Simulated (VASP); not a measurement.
# ScGa2As3 (I-4m2) in VASP: single point with PBE

Aim: the single point of ScGa2As3 with PBE.

Everything below comes from runs of VASP 6.6.1. Logs are shortened: lines on timing, memory, paths and dates and some standing lists are left out, and cuts for length are marked.

### 1 The cell of the first run

The structure is tetragonal, space group I-4m2 (No. 119). Conventional cell: a = 4.115 Å, b = 4.115 Å, c = 17.927 Å, α = 90.00°, β = 90.00°, γ = 90.00°. Sc (site symmetry -4m2) has 4 As at 2.63 Å within 3.5 Å. Within 3.3 Å of Ga (site symmetry 2mm) lie 4 As at 2.50 Å. Within 3.3 Å of As (site symmetry 2mm) lie 2 Ga at 2.50 Å and 2 Sc at 2.63 Å. Within 3.3 Å of As (site symmetry -4m2) lie 4 Ga at 2.50 Å.

### 2 Single point, PBE

Contents of INCAR:

```
SYSTEM = ScGa2As3
PREC     = Accurate       ! precision mode
ENCUT    = 520            ! plane-wave cutoff, eV
EDIFF    = 1E-7           ! SCF threshold, eV
ISMEAR   = 0              ! smearing method
SIGMA    = 0.2            ! smearing width, eV
LREAL    = .FALSE.        ! projectors in reciprocal space
LASPH    = .TRUE.         ! aspherical terms in the spheres
NELM     = 80             ! most SCF steps
ALGO     = Normal         ! electronic algorithm
ISIF     = 2              ! what is computed and relaxed
LWAVE    = .FALSE.        ! write WAVECAR
LCHARG   = .TRUE.         ! write CHGCAR
GGA      = PE             ! functional
LELF     = .TRUE.         ! ELF
LVHAR    = .TRUE.       
NBANDS   = 35             ! bands
```

Contents of KPOINTS:

```
regular mesh
0
G
  6 6 6
  0 0 0
```

Contents of POSCAR:

```
ScGa2As3
1.0
   -2.0573977606      2.0573977606      8.9634329883
    2.0573977606     -2.0573977606      8.9634329883
    2.0573977606      2.0573977606     -8.9634329883
Sc Ga As
1 2 3
Direct
    0.0000000000      0.0000000000      0.0000000000
    0.6709538984      0.6709538984      0.0000000000
    0.3290461016      0.3290461016      0.0000000000
    0.0917558123      0.5917558123      0.5000000000
    0.4082441877      0.9082441877      0.5000000000
    0.7500000000      0.2500000000      0.5000000000
```

Potentials or basis: VASP PAW PBE potentials, release 64 (Sc_sv, Ga_d, As).

Command:

```sh
$ cat potpaw_PBE.64/Sc_sv/POTCAR potpaw_PBE.64/Ga_d/POTCAR potpaw_PBE.64/As/POTCAR > POTCAR
$ mpirun -np 1 vasp_std > vasp.out
```

OUTCAR:

```text
SYSTEM = ScGa2As3
   PREC = Accurate
   ENCUT = 520
   EDIFF = 1E-7
   ISMEAR = 0
   LREAL = .FALSE.
   LASPH = .TRUE.
   NELM = 80
   ISIF = 2
   GGA = PE

 ion  position               nearest neighbor table
   1  0.000  0.000  0.000-   4 2.63   5 2.63   4 2.63   5 2.63
   2  0.671  0.671  0.000-   6 2.50   6 2.50   4 2.50   4 2.50
   3  0.329  0.329  0.000-   6 2.50   6 2.50   5 2.50   5 2.50
   4  0.092  0.592  0.500-   2 2.50   2 2.50   1 2.63   1 2.63
   5  0.408  0.908  0.500-   3 2.50   3 2.50   1 2.63   1 2.63
   6  0.750  0.250  0.500-   3 2.50   2 2.50   3 2.50   2 2.50

  LATTYP: Found a body centered tetragonal cell.
 ALAT       =     4.1147955212
 C/A-ratio  =     4.3566845264

  Lattice vectors:

 A1 = (  -2.0573977606,   2.0573977606,   8.9634329883)
 A2 = (   2.0573977606,  -2.0573977606,   8.9634329883)
 A3 = (   2.0573977606,   2.0573977606,  -8.9634329883)

Analysis of symmetry for initial positions (statically):
=====================================================================
 Subroutine PRICEL returns:
 Original cell was already a primitive cell.

 Routine SETGRP: Setting up the symmetry group for a
 body centered tetragonal supercell.

 Subroutine GETGRP returns: Found  8 space group operations
 (whereof  8 operations were pure point group operations)
 out of a pool of 16 trial point group operations.

The static configuration has the point symmetry D_2d.

Analysis of symmetry for dynamics (positions and initial velocities):
=====================================================================
 Subroutine PRICEL returns:
 Original cell was already a primitive cell.

 Routine SETGRP: Setting up the symmetry group for a
 body centered tetragonal supercell.

 Subroutine GETGRP returns: Found  8 space group operations
 (whereof  8 operations were pure point group operations)
 out of a pool of 16 trial point group operations.

The dynamic configuration has the point symmetry D_2d.

 Subroutine INISYM returns: Found  8 space group operations
 (whereof  8 operations are pure point group operations),
 and found     1 'primitive' translations

----------------------------------------------------------------------------------------

                                     Primitive cell

  volume of cell :     151.7647

  direct lattice vectors                    reciprocal lattice vectors
    -2.057397761  2.057397761  8.963432988     0.000000000  0.243025442  0.055782199
[... 97 lines left out ...]
   NSW    =      0    number of steps for IOM
   IBRION =     -1    ionic relax: 0-MD 1-quasi-New 2-CG
   NFREE  =      0    steps in history (QN), initial steepest desc. (CG)
   ISIF   =      2    stress and relaxation
   ISYM   =      2    0-nonsym 1-usesym 2-fastsym
   POTIM  = 0.5000    time-step for ionic-motion
   TEBEG  =    0.0;   TEEND  =   0.0 temperature during run
   PSTRESS=    0.0 pullay stress
   NELECT =      52.0000    total number of electrons
   NUPDOWN=      -1.0000    fix difference up-down
   EMIN   =  10.00;   EMAX   =-10.00  energy-range for DOS
   EFERMI =   0.00;   METHOD = LEGACY
   ISMEAR =     0;   SIGMA  =   0.20  broadening in eV -4-tet -1-fermi 0-gaus
   EFERMI_NEDOS =   21; number of points for ismear=-14 and -15
   IALGO  =     38    algorithm
   IMIX   =      4    mixing-type and parameters
     AMIX     =   0.40;   BMIX     =  1.00
     AMIX_MAG =   1.60;   BMIX_MAG =  1.00
  volume/ion in A,a.u.               =      25.29       170.69
  Fermi-wavevector in a.u.,A,eV,Ry     =   1.145563  2.164800 17.855124  1.312315
  Thomas-Fermi vector in A             =   2.282251
   LORBIT       =      0    0 simple, 1 ext, 2 COOP (PROOUT), +10 PAW based schemes
   GGA     = PE    functional components
   LHFCALC =     F    Hartree Fock is set to
   AEXX    =    0.0000 exact exchange contribution
   IVDW    =     0    specifies the selected vdW correction
   LEPSILON=     F    determine dielectric tensor
   LRPA    =     F    only Hartree local field effects (RPA)
 non-spin polarized calculation
 Gauss-broadening in eV      SIGMA  =   0.20
  energy-cutoff  :      520.00
  volume of cell :      151.76
 maximum number of plane-waves:      4121
   NGX = 35   NGY = 35   NGZ = 35

 number of electron      52.0000006 magnetization

 Free energy of the ion-electron system (eV)
  ---------------------------------------------------
  ext. energy  EPLUGINS =         0.00000000
  ---------------------------------------------------
  free energy    TOTEN  =       -28.86123133 eV

  energy without entropy =      -28.86043412  energy(sigma->0) =      -28.86083272

 E-fermi :   3.0563     XC(G=0):  -9.1175

 val. band max:        2.7905760843   @ k =   0.5000   0.5000   0.5000
 cond. band min:       3.2145745580   @ k =   0.0000   0.0000   0.0000
 fundamental gap:      0.4239984736
 Fermi energy:         3.0563406468

 k-point     1 :       0.0000    0.0000    0.0000
  band No.  band energies     occupation
      1     -46.6372      2.00000
      2     -25.3056      2.00000
      3     -25.3056      2.00000
      4     -25.2076      2.00000
      5     -11.7430      2.00000
      6     -11.6955      2.00000
[... 901 lines left out ...]
     34       6.6206      0.00000
     35       7.1093      0.00000

 [... further k-points ...]

------------------------ aborting loop because EDIFF is reached ----------------------------------------

  FORCE on cell =-STRESS in cart. coord.  units (eV):
  Direction    XX          YY          ZZ          XY          YZ          ZX
  --------------------------------------------------------------------------------------
  -------------------------------------------------------------------------------------
  Total        0.5157721      0.5157721      0.5215848      0.0000000      0.0000000      0.0000000
  in kB        5.4449956      5.4449956      5.5063601      0.0000000      0.0000000      0.0000000
  external PRESSURE =       5.4654504 kB  Pullay stress =       0.0000000 kB

 VOLUME and BASIS-vectors are now :
 -----------------------------------------------------------------------------
  energy-cutoff  :      520.00
  volume of cell :      151.76
      direct lattice vectors                 reciprocal lattice vectors
    -2.057397761  2.057397761  8.963432988     0.000000000  0.243025442  0.055782199
     2.057397761 -2.057397761  8.963432988     0.243025442  0.000000000  0.055782199
     2.057397761  2.057397761 -8.963432988     0.243025442  0.243025442  0.000000000

 POSITION                                       TOTAL-FORCE (eV/Angst)
 -----------------------------------------------------------------------------------
      0.00000      0.00000      0.00000        -0.000000      0.000000     -0.000000
      0.00000      0.00000     12.02810         0.000000     -0.000000      0.004117
      0.00000      0.00000      5.89877         0.000000     -0.000000     -0.004117
      2.05740      0.00000      1.64489        -0.000000      0.000000     -0.003746
      2.05740      0.00000      7.31854        -0.000000      0.000000      0.003746
      0.00000      2.05740      4.48172        -0.000000      0.000000     -0.000000
 -----------------------------------------------------------------------------------
    total drift:                               -0.000001      0.000001      0.000000

  FREE ENERGIE OF THE ION-ELECTRON SYSTEM (eV)
  ---------------------------------------------------
  free  energy   TOTEN  =       -28.8612313294 eV

  energy  without entropy=      -28.8604341165  energy(sigma->0) =      -28.86083272
```

stdout:

```text
POSCAR found type information on POSCAR ScGaAs
 POSCAR found :  3 types and       6 ions
 scaLAPACK will be used
 LDA part: xc-table for (Slater+PW92), standard interpolation
 POSCAR, INCAR and KPOINTS ok, starting setup
 FFT: planning ... GRIDC
 FFT: planning ... GRID_SOFT
 FFT: planning ... GRID
 WAVECAR not read
 entering main loop
```

Wall time 13 min (1 thread of Intel Xeon Platinum 8259CL at 2.50GHz (Skylake/Cascade Lake), shared host); peak memory 0.75 GiB.

Results:

| Property | Result |
| --- | --- |
| Free energy | -28.8612 eV |
| Pressure | 0.5 GPa |
| Largest force | 0.004 eV/Å |
| Band gap on the k mesh | 0.42 eV (least direct gap 0.76 eV) |

Forces on the atoms (eV/Å):
```
Sc   0.000  0.000  0.000
Ga   0.000  0.000  0.004
Ga   0.000  0.000 -0.004
As   0.000  0.000 -0.004
As   0.000  0.000  0.004
As   0.000  0.000  0.000
```

Levels at points of the mesh, in eV from the valence-band top:
| k point | band 23 | band 24 | band 25 | band 26 | band 27 | band 28 | band 29 | band 30 |
| --- | --- | --- | --- | --- | --- | --- | --- | --- |
| (0.00, 0.00, 0.00) | -0.89 | -0.57 | -0.34 | -0.34 | 0.42 | 1.85 | 2.04 | 2.34 |
| (0.50, 0.00, 0.00) | -0.96 | -0.89 | -0.85 | -0.57 | 1.34 | 1.84 | 2.09 | 2.42 |
| (0.50, 0.50, 0.00) | -2.15 | -2.05 | -1.61 | -1.19 | 0.99 | 1.20 | 1.72 | 2.54 |
| (0.50, 0.50, 0.50) | -1.20 | -1.20 | 0.00 | 0.00 | 1.03 | 1.48 | 2.09 | 2.34 |

A k mesh can miss the band edges.
